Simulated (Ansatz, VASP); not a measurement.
# GaSe: VASP beside Ansatz

```
Ga Se
1.0
     3.77249    0.00000    0.00000
    -1.88625    3.26708    0.00000
     0.00000    0.00000   15.94329
Ga Se
4 4
Direct
  0.33333 0.66667 0.17337
  0.66667 0.33333 0.67337
  0.33333 0.66667 0.32663
  0.66667 0.33333 0.82663
  0.33333 0.66667 0.59960
  0.66667 0.33333 0.09960
  0.33333 0.66667 0.90040
  0.66667 0.33333 0.40040
```

Alike in both runs: functional PBE; dispersion D3(BJ); k mesh 6 × 6 × 2; no spin polarisation.

Ansatz relaxed the structure, and its values are those at the end. VASP's run is a single point on that final structure, the one shown.

|  | VASP | Ansatz |
| --- | --- | --- |
| version | VASP 6.6.1 | Ansatz 0.2.0 |
| potentials or method | VASP PAW PBE potentials, release 64 (Ga_d, Se), cutoff 500 eV | plane waves, PAW |
| occupations | gaussian, width 0.01 eV | fixed |
| valence electrons in the cell | 76 | 116 |

```csv
,VASP,Ansatz,Ansatz less VASP
pressure (GPa),0.2,0.0,-0.15
rms of the force components (eV/Å),0.013,0.000,-0.0128
```

VASP's potentials hold 76 valence electrons a cell and Ansatz's 116, so a difference there can come from the potentials and not from the codes.
